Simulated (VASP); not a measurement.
# Ba (Cmmm) in VASP: a series of runs, part 2 of 3

VASP 6.6.1.

**3. Single point, LDA (strain -0.050 along x and y, -0.050 along z)**

INCAR

```
  ALGO = Fast
  EDIFF = 1E-7
  ENCUT = 520
  GGA = CA
  ISIF = 2
  ISMEAR = 0
  LASPH = T
  LCHARG = T
  LELF = T
  LREAL = F
  LVHAR = T
  LWAVE = F
  NBANDS = 11
  NELM = 60
  PREC = Accurate
  SIGMA = 0.15
```

KPOINTS

```
k-points
0
Gamma
  14 14 8
```

POSCAR

```
Ba
1.0
    1.8572500000     -3.4675000000      0.0000000000
    1.8572500000      3.4675000000      0.0000000000
    0.0000000000      0.0000000000      5.4150000000
Ba
1
Direct
    0.0000000000      0.0000000000      0.0000000000
```

Potentials or basis: VASP PAW LDA potentials, release 64 (Ba_sv).

Launch:

```
cat potpaw_LDA.64/Ba_sv/POTCAR > POTCAR
mpirun -np 1 vasp_std > vasp.out
```

OUTCAR:

```text
EDIFF = 1E-7
   ENCUT = 520
   GGA = CA
   ISIF = 2
   ISMEAR = 0
   LASPH = T
   LREAL = F
   NELM = 60
   PREC = Accurate

 ion  position               nearest neighbor table
   1  0.000  0.000  0.000-

  LATTYP: Found a base centered orthorhombic cell.
 ALAT       =     3.7145000000
 B/A-ratio  =     1.8670076726
 C/A-ratio  =     1.4578005115

  Lattice vectors:

 A1 = (   1.8572500000,  -3.4675000000,   0.0000000000)
 A2 = (   1.8572500000,   3.4675000000,   0.0000000000)
 A3 = (   0.0000000000,   0.0000000000,   5.4150000000)

Analysis of symmetry for initial positions (statically):
=====================================================================
 Subroutine PRICEL returns:
 Original cell was already a primitive cell.

 Routine SETGRP: Setting up the symmetry group for a
 base centered orthorhombic supercell.

 Subroutine GETGRP returns: Found  8 space group operations
 (whereof  8 operations were pure point group operations)
 out of a pool of  8 trial point group operations.

The static configuration has the point symmetry D_2h.

Analysis of symmetry for dynamics (positions and initial velocities):
=====================================================================
 Subroutine PRICEL returns:
 Original cell was already a primitive cell.

 Routine SETGRP: Setting up the symmetry group for a
 base centered orthorhombic supercell.

 Subroutine GETGRP returns: Found  8 space group operations
 (whereof  8 operations were pure point group operations)
 out of a pool of  8 trial point group operations.

The dynamic configuration has the point symmetry D_2h.

 Subroutine INISYM returns: Found  8 space group operations
 (whereof  8 operations are pure point group operations),
 and found     1 'primitive' translations

----------------------------------------------------------------------------------------

                                     Primitive cell

  volume of cell :      69.7454

  direct lattice vectors                    reciprocal lattice vectors
     1.857250000 -3.467500000  0.000000000     0.269215238 -0.144196107  0.000000000
     1.857250000  3.467500000  0.000000000     0.269215238  0.144196107  0.000000000
     0.000000000  0.000000000  5.415000000     0.000000000  0.000000000  0.184672207

  length of vectors
     3.933565026  3.933565026  5.415000000     0.305400330  0.305400330  0.184672207

  position of ions in fractional coordinates (direct lattice)
     0.000000000  0.000000000  0.000000000

  ion indices of the primitive-cell ions
   primitive index   ion index
                 1           1

----------------------------------------------------------------------------------------

 KPOINTS: k-points

Automatic generation of k-mesh.
 Grid dimensions read from file:
 generate k-points for:   14   14    8

 Generating k-lattice:

  Cartesian coordinates                     Fractional coordinates (reciprocal lattice)
     0.019229660 -0.010299722  0.000000000     0.071428571  0.000000000  0.000000000
     0.019229660  0.010299722  0.000000000     0.000000000  0.071428571  0.000000000
     0.000000000  0.000000000  0.023084026     0.000000000  0.000000000  0.125000000

  Length of vectors
     0.021814309  0.021814309  0.023084026

  Shift w.r.t. Gamma in fractional coordinates (k-lattice)
     0.000000000  0.000000000  0.000000000

 Subroutine IBZKPT returns following result:
 ===========================================

 Found    285 irreducible k-points:

 Following reciprocal coordinates:
            Coordinates               Weight
  0.000000  0.000000  0.000000      1.000000
  0.071429  0.000000  0.000000      4.000000
  0.142857  0.000000  0.000000      4.000000
  0.214286  0.000000  0.000000      4.000000
  0.285714  0.000000  0.000000      4.000000
  0.357143  0.000000  0.000000      4.000000
[... 16 lines left out ...]
  0.214286  0.142857  0.000000      4.000000
  0.285714  0.142857  0.000000      4.000000
 [... further k-points ...]
   k-points           NKPTS =    285   k-points in BZ     NKDIM =    285   number of bands    NBANDS=     11
   number of dos      NEDOS =    301   number of ions     NIONS =      1
   total plane-waves  NPLWV =  36000
   dimension x,y,z NGX =    30 NGY =   30 NGZ =   40
   dimension x,y,z NGXF=    60 NGYF=   60 NGZF=   80
   ions per type =               1
   NGX,Y,Z   is equivalent  to a cutoff of  12.68, 12.68, 12.28 a.u.
   NGXF,Y,Z  is equivalent  to a cutoff of  25.36, 25.36, 24.56 a.u.
 SYSTEM =  unknown system
   PREC   = accura    normal or accurate (medium, high low for compatibility)
   ISTART =      0    job   : 0-new  1-cont  2-samecut
   ICHARG =      2    charge: 1-file 2-atom 10-const
   ISPIN  =      1    spin polarized calculation?
   LNONCOLLINEAR =      F non collinear calculations
   LSORBIT =      F    spin-orbit coupling
   LASPH  =      T    aspherical Exc in radial PAW
   ENCUT  =  520.0 eV  38.22 Ry    6.18 a.u.   7.31  7.31 10.07*2*pi/ulx,y,z
   NELM   =     60;   NELMIN=  2; NELMDL= -5     # of ELM steps
   EDIFF  = 0.1E-06   stopping-criterion for ELM
   LREAL  =      F    real-space projection
   EDIFFG = 0.1E-05   stopping-criterion for IOM
   NSW    =      0    number of steps for IOM
   IBRION =     -1    ionic relax: 0-MD 1-quasi-New 2-CG
   NFREE  =      0    steps in history (QN), initial steepest desc. (CG)
   ISIF   =      2    stress and relaxation
   ISYM   =      2    0-nonsym 1-usesym 2-fastsym
   POTIM  = 0.5000    time-step for ionic-motion
   TEBEG  =    0.0;   TEEND  =   0.0 temperature during run
   PSTRESS=    0.0 pullay stress
   NELECT =      10.0000    total number of electrons
   NUPDOWN=      -1.0000    fix difference up-down
   EMIN   =  10.00;   EMAX   =-10.00  energy-range for DOS
   EFERMI =   0.00;   METHOD = LEGACY
   ISMEAR =     0;   SIGMA  =   0.15  broadening in eV -4-tet -1-fermi 0-gaus
   EFERMI_NEDOS =   21; number of points for ismear=-14 and -15
   IALGO  =     68    algorithm
   IMIX   =      4    mixing-type and parameters
     AMIX     =   0.40;   BMIX     =  1.00
     AMIX_MAG =   1.60;   BMIX_MAG =  1.00
  volume/ion in A,a.u.               =      69.75       470.66
  Fermi-wavevector in a.u.,A,eV,Ry     =   0.856847  1.619205  9.989208  0.734186
  Thomas-Fermi vector in A             =   1.973810
   LORBIT       =      0    0 simple, 1 ext, 2 COOP (PROOUT), +10 PAW based schemes
   GGA     = CA    functional components
   LHFCALC =     F    Hartree Fock is set to
   AEXX    =    0.0000 exact exchange contribution
   IVDW    =     0    specifies the selected vdW correction
   LEPSILON=     F    determine dielectric tensor
   LRPA    =     F    only Hartree local field effects (RPA)
 non-spin polarized calculation
 RMM-DIIS sequential band-by-band and
 Gauss-broadening in eV      SIGMA  =   0.15
  energy-cutoff  :      520.00
  volume of cell :       69.75
 maximum number of plane-waves:      1898
 NGX is ok and might be reduce to    30
   NGX = 15   NGY = 15   NGZ = 21

 number of electron      10.0000000 magnetization

 Free energy of the ion-electron system (eV)
  ---------------------------------------------------
  ext. energy  EPLUGINS =         0.00000000
  ---------------------------------------------------
  free energy    TOTEN  =        -1.63057554 eV

  energy without entropy =       -1.60041815  energy(sigma->0) =       -1.61549685

 E-fermi :   0.9327     XC(G=0):  -7.0819

 val. band max:        0.9323732596   @ k =  -0.0714   0.0714   0.5000
 cond. band min:       0.9335191317   @ k =  -0.0714   0.0714   0.3750
 fundamental gap:      0.0011458721
 Fermi energy:         0.9327258743

 k-point     1 :       0.0000    0.0000    0.0000
  band No.  band energies     occupation
      1     -27.9647      2.00000
      2     -13.2130      2.00000
      3     -12.5778      2.00000
      4     -12.4394      2.00000
      5      -1.4160      2.00000
      6       0.7994      1.79125
      7       2.5062      0.00000
      8       3.6321      0.00000
      9       4.6635      0.00000
     10       5.5054      0.00000
     11       5.8977      0.00000
[... 309 lines left out ...]
 k-point    24 :       0.2857    0.1429    0.0000
  band No.  band energies     occupation
      1     -27.8012      2.00000
      2     -13.6669      2.00000
      3     -13.0055      2.00000
      4     -12.8739      2.00000
      5       0.6424      1.99381
      6       1.5804      0.00000
      7       1.8183      0.00000
      8       2.9041      0.00000
      9       4.2013      0.00000
     10       5.6932      0.00000
     11       7.9133      0.00000

 [... further k-points ...]

------------------------ aborting loop because EDIFF is reached ----------------------------------------

  FORCE on cell =-STRESS in cart. coord.  units (eV):
  Direction    XX          YY          ZZ          XY          YZ          ZX
  --------------------------------------------------------------------------------------
  -------------------------------------------------------------------------------------
  Total        1.2527866      0.4734643     -1.3884378      0.0000000      0.0000000      0.0000000
  in kB       28.7787813     10.8763335    -31.8949341      0.0000000      0.0000000      0.0000000
  external PRESSURE =       2.5867269 kB  Pullay stress =       0.0000000 kB

 VOLUME and BASIS-vectors are now :
 -----------------------------------------------------------------------------
  energy-cutoff  :      520.00
  volume of cell :       69.75
      direct lattice vectors                 reciprocal lattice vectors
     1.857250000 -3.467500000  0.000000000     0.269215238 -0.144196107  0.000000000
     1.857250000  3.467500000  0.000000000     0.269215238  0.144196107  0.000000000
     0.000000000  0.000000000  5.415000000     0.000000000  0.000000000  0.184672207

 POSITION                                       TOTAL-FORCE (eV/Angst)
 -----------------------------------------------------------------------------------
      0.00000      0.00000      0.00000         0.000000      0.000000      0.000000
 -----------------------------------------------------------------------------------
    total drift:                                0.000000      0.000000     -0.000000

  FREE ENERGIE OF THE ION-ELECTRON SYSTEM (eV)
  ---------------------------------------------------
  free  energy   TOTEN  =        -1.6305755439 eV

  energy  without entropy=       -1.6004181481  energy(sigma->0) =       -1.61549685
```

OSZICAR:

```text
N       E                     dE             d eps       ncg     rms          rms(c)
DAV:   1     0.569259144305E+02    0.56926E+02   -0.41631E+03  6270   0.742E+02
DAV:   2     0.130770506492E+01   -0.55618E+02   -0.54011E+02  7615   0.138E+02
DAV:   3    -0.177858557000E+01   -0.30863E+01   -0.30454E+01  8156   0.332E+01
DAV:   4    -0.189871318789E+01   -0.12013E+00   -0.11992E+00  8326   0.572E+00
DAV:   5    -0.190185647239E+01   -0.31433E-02   -0.31426E-02  8532   0.760E-01    0.288E+00
RMM:   6    -0.166086394054E+01    0.24099E+00   -0.96843E-02  6569   0.153E+00    0.139E+00
RMM:   7    -0.163043547152E+01    0.30428E-01   -0.55022E-02  7161   0.121E+00    0.369E-01
RMM:   8    -0.163061697784E+01   -0.18151E-03   -0.72044E-03  8062   0.520E-01    0.108E-01
RMM:   9    -0.163051471299E+01    0.10226E-03   -0.12495E-03  9323   0.175E-01    0.367E-02
RMM:  10    -0.163057082649E+01   -0.56114E-04   -0.21811E-04  9142   0.718E-02    0.228E-02
RMM:  11    -0.163057412163E+01   -0.32951E-05   -0.60855E-05  9939   0.383E-02    0.311E-03
RMM:  12    -0.163057501378E+01   -0.89215E-06   -0.11387E-05 10108   0.125E-02    0.292E-03
RMM:  13    -0.163057539428E+01   -0.38050E-06   -0.35611E-06  9780   0.633E-03    0.479E-04
RMM:  14    -0.163057550438E+01   -0.11011E-06   -0.99882E-07  8105   0.307E-03    0.585E-04
RMM:  15    -0.163057554393E+01   -0.39547E-07   -0.35246E-07  6798   0.171E-03
   1 F= -.16305755E+01 E0= -.16154968E+01  d E =-.301574E-01
```

stdout:

```text
POSCAR found type information on POSCAR Ba
 POSCAR found :  1 types and       1 ions
 scaLAPACK will be used
 LDA part: xc-table for (Slater(with rela. corr.)+CA(PZ))
 , standard interpolation
 POSCAR, INCAR and KPOINTS ok, starting setup
 FFT: planning ... GRIDC
 FFT: planning ... GRID_SOFT
 FFT: planning ... GRID
 WAVECAR not read
 entering main loop
WARNING in EDDRMM: call to ZHEGV failed, returncode =   6  3      8
WARNING in EDDRMM: call to ZHEGV failed, returncode =   8  4      9
WARNING in EDDRMM: call to ZHEGV failed, returncode =   8  4      6
WARNING in EDDRMM: call to ZHEGV failed, returncode =   6  3     11
WARNING in EDDRMM: call to ZHEGV failed, returncode =   8  4      7
WARNING in EDDRMM: call to ZHEGV failed, returncode =   6  3      8
WARNING in EDDRMM: call to ZHEGV failed, returncode =   6  3      8
WARNING in EDDRMM: call to ZHEGV failed, returncode =   6  3      9
WARNING in EDDRMM: call to ZHEGV failed, returncode =   8  4      8
WARNING in EDDRMM: call to ZHEGV failed, returncode =   6  3      9
WARNING in EDDRMM: call to ZHEGV failed, returncode =   8  4      8
WARNING in EDDRMM: call to ZHEGV failed, returncode =   6  3      8
WARNING in EDDRMM: call to ZHEGV failed, returncode =   8  4      7
WARNING in EDDRMM: call to ZHEGV failed, returncode =   6  3      6
WARNING in EDDRMM: call to ZHEGV failed, returncode =   6  3      5
```

Run time: 90 s. Hardware: 1 thread of Intel Xeon 6975P-C (Granite Rapids), shared host; peak memory 0.33 GiB.

Results:

```yaml
Free_energy: -1.6306 eV
Pressure: 0.3 GPa
Band_gap_on_the_k_mesh: zero (band 5 reaches 2.09 eV, above the bottom of band 6 at 0.53 eV)
```

Stress tensor (GPa, compression positive):
```
 2.88  0.00  0.00
 0.00  1.09  0.00
 0.00  0.00 -3.19
```

Levels at points of the mesh, in eV from the Fermi level:
| k point | band 1 | band 2 | band 3 | band 4 | band 5 | band 6 | band 7 | band 8 | band 9 | band 10 |
| --- | --- | --- | --- | --- | --- | --- | --- | --- | --- | --- |
| (0.00, 0.00, 0.00) | -28.90 | -14.15 | -13.51 | -13.37 | -2.35 | -0.13 | 1.57 | 2.70 | 3.73 | 4.57 |
| (0.50, 0.00, 0.00) | -28.71 | -14.77 | -13.91 | -13.79 | -0.90 | 0.56 | 1.53 | 2.25 | 3.63 | 6.39 |
| (0.50, 0.50, 0.00) | -28.77 | -14.63 | -13.97 | -13.58 | -0.81 | 0.56 | 1.19 | 1.87 | 4.21 | 6.39 |
| (0.00, 0.00, 0.50) | -28.90 | -14.19 | -13.51 | -13.37 | -1.65 | 0.00 | 1.61 | 2.34 | 2.74 | 4.32 |
| (0.50, 0.00, 0.50) | -28.71 | -14.76 | -13.94 | -13.79 | -0.75 | -0.33 | 3.24 | 3.32 | 3.72 | 3.98 |
| (0.50, 0.50, 0.50) | -28.77 | -14.62 | -14.00 | -13.58 | -0.65 | -0.40 | 3.01 | 3.47 | 3.48 | 3.88 |

Caveat: the cell differs from its parent crystal (strain -0.050 along x and y, -0.050 along z); spin-orbit coupling is left out, which moves the levels of the heavy elements.

(Continued in part 3 of 3.)
